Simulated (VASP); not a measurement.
Wanted: the native input for a VASP 6.6.1 run.

| Quantity | Value |
| --- | --- |
| Task | single point |
| Functional | LDA |
| Potentials or basis | VASP PAW LDA potentials, release 64 (Ti_sv) |
| Cutoff | 520 eV |
| k mesh | 10 × 10 × 6 |
| Occupations | fermi-dirac, width 0.05 eV |
| Spin | no spin polarisation |
| Dipole correction | no |
| Further INCAR settings | ALGO = Normal; EDIFF = 1e-06; NBANDS = 19 |

The structure of Ti lies in POSCAR:

```
Ti
1.0
    2.9302007457      0.0000000000      0.0000000000
   -1.4651003729      2.5376282840      0.0000000000
    0.0000000000      0.0000000000      4.6485896576
Ti
2
Direct
    0.6666666667      0.3333333333      0.7500000000
    0.3333333333      0.6666666667      0.2500000000
```

These files were run (other wordings do the same):

INCAR

```
PREC = Accurate ; ENCUT = 520
EDIFF = 1E-6 ; ISMEAR = -1
SIGMA = 0.05 ; LREAL = F
LASPH = T ; NELM = 60
ALGO = Normal ; ISIF = 2
LWAVE = F ; LCHARG = F
NBANDS = 19
```

KPOINTS

```
regular mesh
0
Gamma
  10 10 6
```

Potentials or basis: VASP PAW LDA potentials, release 64 (Ti_sv).

Run with:

```sh
$ cat potpaw_LDA.64/Ti_sv/POTCAR > POTCAR
$ mpirun -np 1 vasp_std > vasp.out
```

It gave:

| Quantity | Value |
| --- | --- |
| Pressure | -8.0 GPa |
| Band gap on the k mesh | zero (bands 12 and 13 overlap by 0.94 eV) |

Caveat: the cell stands under tension.

Wall time 41 s on 1 thread of Intel(R) Xeon(R) Platinum 8375C CPU @ 2.90GHz (Ice Lake), with other jobs on the host, peak memory 0.15 GiB.
